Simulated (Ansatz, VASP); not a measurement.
# Bi: VASP beside Ansatz

```
Bi
1.0
     2.22660    1.28553    3.87328
    -2.22660    1.28553    3.87328
     0.00000   -2.57105    3.87328
Bi
2
Cartesian
  0.0000 0.0000 2.7178
  0.0000 0.0000 8.9021
```

Change from the starting cell: volume scaled by 0.94.

Alike in both runs: task single point; functional LDA; k mesh 11 × 11 × 11; occupations fermi-dirac, width 0.03 eV; no spin polarisation.

|  | VASP | Ansatz |
| --- | --- | --- |
| version | VASP 6.6.1 | Ansatz 0.2.0 |
| potentials or method | VASP PAW LDA potentials, release 64 (Bi_d), cutoff 520 eV | all-electron LAPW, scalar-relativistic |

|  | VASP | Ansatz | Ansatz less VASP |
| --- | --- | --- | --- |
| pressure (GPa) | 1.4 | 1.3 | -0.09 |
| traceless stress, the component that is largest in VASP (GPa) | -0.27 | -0.25 | +0.026 |
| rms of the force components (eV/Å) | 0.208 | 0.194 | -0.0145 |

LDA's correlation is that of Perdew and Zunger in VASP and of Perdew and Wang (1992) in Ansatz. Atom by atom the forces differ by 0.015 eV/Å (rms over components). Ansatz ran all-electron here, and VASP with PAW potentials.

Neither program's run includes spin-orbit coupling.
